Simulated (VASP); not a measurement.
A run of VASP 6.6.1:

File INCAR:

```
  ALGO = Normal
  EDIFF = 1E-7
  ENCUT = 520
  GGA = PS
  ISIF = 2
  ISMEAR = -1
  LASPH = True
  LCHARG = True
  LELF = True
  LREAL = False
  LVHAR = True
  LWAVE = False
  NBANDS = 16
  NELM = 60
  PREC = Accurate
  SIGMA = 0.05
```

The input KPOINTS:

```
k-points
0
Gamma
  10 10 9
```

POSCAR

```
WC
1.0
    2.8869604003      0.0000000000      0.0000000000
   -1.4434802002      2.5001810464      0.0000000000
    0.0000000000      0.0000000000      2.8171930064
W C
1 1
Direct
    0.0000000000      0.0000000000      0.0000000000
    0.6666666667      0.3333333333      0.5000000000
```

Potentials or basis: VASP PAW PBE potentials, release 64 (W_sv, C).

The run is started by

```sh
$ cat potpaw_PBE.64/W_sv/POTCAR potpaw_PBE.64/C/POTCAR > POTCAR
$ mpirun -np 1 vasp_std > vasp.out
```

Hardware: 1 thread of Intel Xeon 8259CL (shared host).

**Question.** Estimate the wall time of this run.

**Answer.** Wall time 26 s on 1 thread of Intel Xeon 8259CL (shared host), peak memory 0.16 GiB. Counts: scf iterations 13, k points 70.
